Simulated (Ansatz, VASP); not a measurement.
# One calculation of CaSi2N3, two programs

```
CELL_PARAMETERS angstrom
5.20054 0.00000 0.00000
-2.60027 4.50380 0.00000
0.00000 0.00000 2.60480
ATOMIC_POSITIONS crystal
Ca 0.00000 0.00000 0.00000
Si 0.33333 0.66667 0.00000
Si 0.66667 0.33333 0.00000
N 0.50000 0.00000 0.50000
N 0.50000 0.50000 0.50000
N 0.00000 0.50000 0.50000
```

Change from the starting cell: species swapped into the YbCo3B2 type (P6/mmm, No. 191).

Alike in both runs: functional PBE; k mesh 12 × 12 × 14; occupations gaussian, width 0.1 eV; no spin polarisation.

Ansatz relaxed the structure, and its values are those at the end. VASP's run is a single point on that final structure, the one shown.

|  | VASP | Ansatz |
| --- | --- | --- |
| version | VASP 6.6.1 | Ansatz 0.2.0 |
| potentials or method | VASP PAW PBE potentials, release 64 (Ca_sv, Si, N), cutoff 520 eV | scalar-relativistic, plane waves, PAW |
| valence electrons in the cell | 33 | 33 |

|  | VASP | Ansatz | Ansatz less VASP |
| --- | --- | --- | --- |
| gap on the k mesh at the Fermi level (eV) | none | none | - |
| pressure (GPa) | 0.2 | 0.0 | -0.22 |

A gap of «none» marks a metal or a gap that the smearing closes. With one functional, cell and mesh, what is left measures potentials, basis and numerics.
